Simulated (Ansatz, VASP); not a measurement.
**PbSe in VASP and in Ansatz**

Contents of INCAR:

```
SYSTEM = PbSe
PREC = Accurate ; ENCUT = 520
EDIFF = 1E-6 ; ISMEAR = -1
SIGMA = 0.02 ; LREAL = .False.
LASPH = .True. ; NELM = 80
ALGO = Normal ; ISIF = 2
LWAVE = .False. ; LCHARG = .False.
GGA = PE ; NBANDS = 17
```

KPOINTS

```
Automatic mesh
0
Gamma
  8 8 8
  0 0 0
```

The input POSCAR:

```
PbSe
1.0
    0.0000000000      3.1504762639      3.0758372727
    3.1504762639      0.0000000000      3.0758372727
    3.1504762639      3.1504762639      0.0000000000
Pb Se
1 1
Direct
    0.0000000000      0.0000000000      0.0000000000
    0.5000000000      0.5000000000      0.5000000000
```

Input for Ansatz:

```yaml
crystal:
  lattice:
    - [0.0, 3.1504762639, 3.0758372727]
    - [3.1504762639, 0.0, 3.0758372727]
    - [3.1504762639, 3.1504762639, 0.0]
  atoms:
    - { symbol: Pb, position: [0.0, 0.0, 0.0] }
    - { symbol: Se, position: [0.5, 0.5, 0.5] }
kpoints:
  mp_grid: { grid: [8, 8, 8] }
  band_path:
    path:
      - [0.0, 0.0, 0.0]
      - [0.5, 0.0, 0.5]
      - [0.625, 0.25, 0.625]
      - [0.375, 0.375, 0.75]
      - [0.5, 0.5, 0.5]
      - [0.5, 0.25, 0.75]
      - [0.0, 0.0, 0.5]
    npoints: 1
hamiltonian:
  xc: pbe
scf:
  occupations: { method: fermi_dirac, width: 0.02 }
  n_extra_bands: 4
output:
  forces: true
  stress: true
  eigenvalues: true
```

Change from the starting cell: epitaxial_xy strain +2.0%.

Alike in both runs: task single point; functional PBE; k mesh 8 × 8 × 8; occupations fermi-dirac, width 0.02 eV; no spin polarisation.

|  | VASP | Ansatz |
| --- | --- | --- |
| version | VASP 6.6.1 | Ansatz 0.2.0 |
| potentials or method | VASP PAW PBE potentials, release 64 (Pb_d, Se) | plane waves, PAW |
| plane-wave cutoff (eV) | 520 | 420 |
| valence electrons in the cell | 20 | 30 |

VASP gave:

| Item | Value |
| --- | --- |
| pressure (GPa) | -0.7 |
| traceless stress, the component that is largest in VASP (GPa) | 1.60 |

Question: Estimate Ansatz's values.

Answer: Pressure (GPa): -0.6; traceless stress, the component that is largest in VASP (GPa): 1.60.

VASP's potentials hold 20 valence electrons a cell and Ansatz's 30, so a difference there can come from the potentials and not from the codes.

Spin-orbit coupling is off throughout.
